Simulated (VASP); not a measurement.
Write the native input for VASP 6.6.1 that does the following.

```
Task                   : single point
Functional             : PBE
Potentials or basis    : VASP PAW PBE potentials, release 64 (Fe, O)
Cutoff                 : 520 eV
k mesh                 : 9 × 9 × 5
Occupations            : fermi-dirac, width 0.05 eV
Spin                   : collinear spin, ferromagnetic start
Starting moments       : [3.0, 3.0, 0.0, 0.0] μB
Dipole correction      : no
Further INCAR settings : ALGO = Normal; EDIFF = 1e-07; NBANDS = 26
```

The structure of FeO lies in POSCAR:

```
FeO
1.0
    3.0458920022      0.0000000000      0.0000000000
    0.0000000000      3.0458920022      0.0000000000
    0.0000000000      0.0000000000      5.4642115070
Fe O
2 2
Direct
    0.5000000000      0.0000000000      0.5000000000
    0.0000000000      0.5000000000      0.0000000000
    0.5000000000      0.5000000000      0.2500000000
    0.5000000000      0.5000000000      0.7500000000
```

The input as run:

INCAR

```
  PREC = Accurate
  ENCUT = 520
  EDIFF = 1E-7
  ISMEAR = -1
  SIGMA = 0.05
  LREAL = False
  LASPH = True
  NELM = 150
  ALGO = Normal
  ISIF = 2
  LWAVE = False
  LCHARG = False
  ISPIN = 2
  MAGMOM = 3 3 0 0
  LORBIT = 11
  LMAXMIX = 4
  GGA = PE
  NBANDS = 26
```

KPOINTS

```
Automatic mesh
0
Gamma
  9 9 5
```

Potentials or basis: VASP PAW PBE potentials, release 64 (Fe, O).

The run is started by

```bash
$ cat potpaw_PBE.64/Fe/POTCAR potpaw_PBE.64/O/POTCAR > POTCAR
$ mpirun -np 1 vasp_std > vasp.out
```

Results of the run:

```yaml
Pressure: -8.5 GPa
Net_moment: 7.62 μB per cell
Site_moments: Fe +3.50; O +0.23 μB
Valence_electrons_inside_the_program's_atomic_spheres: Fe 6.70; O 4.98
```

Caveat: only a ferromagnetic start was run, and an antiferromagnetic order may lie lower in energy.

Run time: 5 min on 1 thread of AMD EPYC 7R13, on a shared host, peak memory 0.21 GiB.
